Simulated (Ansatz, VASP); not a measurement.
Two plane-wave programs on WS2

```xyz
6
Lattice="3.1808 0.0000 0.0000 -1.5904 2.7547 0.0000 0.0000 0.0000 25.8262" Properties=species:S:1:pos:R:3 pbc="T T T"
W     0.0000    1.8364   16.3884
W     1.5904    0.9182    9.4378
S     0.0000    1.8364    7.7212
S     1.5904    0.9182   14.6705
S     0.0000    1.8364   11.1557
S     1.5904    0.9182   18.1051
```

Alike in both runs: task single point; functional PBEsol; k mesh 12 × 12 × 2; occupations gaussian, width 0.05 eV; no spin polarisation.

```csv
,VASP,Ansatz
version,VASP 6.6.1,Ansatz 0.2.0
potentials or method,"VASP PAW PBE potentials, release 64 (W_sv, S), cutoff 520 eV","scalar-relativistic, plane waves, PAW"
valence electrons in the cell,52,52
```

|  | VASP | Ansatz | Ansatz less VASP |
| --- | --- | --- | --- |
| gap on the k mesh at the Fermi level (eV) | 1.30 | 1.29 | -0.001 |
| least direct gap on the mesh (eV) | 2.10 | 2.10 | -0.001 |
| rms of the force components (eV/Å) | 1.238 | 1.244 | +0.0066 |

VASP's potentials were made for PBE, not for PBEsol, and Ansatz warns of the same on its side. Atom by atom the forces differ by 0.007 eV/Å (rms over components). The functional is the same, so the differences come from potentials, cutoffs and numerics. Ansatz's warnings: xc potential rough in thin density.

Spin-orbit coupling is off throughout.
